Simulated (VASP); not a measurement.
Sc:

```
CELL_PARAMETERS angstrom
3.30900 0.00000 0.00000
-1.65450 2.86568 0.00000
0.00000 0.00000 5.27330
ATOMIC_POSITIONS crystal
Sc 0.33333 0.66667 0.25000
Sc 0.66667 0.33333 0.75000
```

- Program: VASP 6.6.1
- Task: relaxation of cell and atoms
- Functional: PBE
- Potentials or basis: VASP PAW PBE potentials, release 64 (Sc_sv)
- Cutoff: 600 eV
- k mesh: 15 × 15 × 8
- Occupations: fermi-dirac, width 0.05 eV
- Spin: no spin polarisation

At the start: pressure -0.6 GPa; volume 25.00 Å³/atom.

Problem. Where does the relaxation end?

Solution. Over 4 steps the energy falls by 2.7 meV/atom and the volume is 24.67 Å³/atom (-1.3 %); space group P6_3/mmc (No. 194, to 0.05 Å).

The path:
```
step  energy change (eV)  largest force (eV/Å)  pressure (GPa)  volume (Å³)
   1              0.0000                0.0000           -0.63        50.00
   2             -0.0044                0.0000            0.10        49.30
   3             -0.0047                0.0000            0.32        49.09
   4             -0.0054                0.0000            0.03        49.34
```

Final structure:
```cif
data_structure
_symmetry_space_group_name_H-M 'P 1'
_symmetry_Int_Tables_number 1
_cell_length_a 3.3195
_cell_length_b 3.3195
_cell_length_c 5.1702
_cell_angle_alpha 90.000
_cell_angle_beta 90.000
_cell_angle_gamma 120.000
_cell_volume 49.34
loop_
_atom_site_label
_atom_site_type_symbol
_atom_site_fract_x
_atom_site_fract_y
_atom_site_fract_z
_atom_site_occupancy
Sc1 Sc 0.33333 0.66667 0.25000 1
Sc2 Sc 0.66667 0.33333 0.75000 1
```
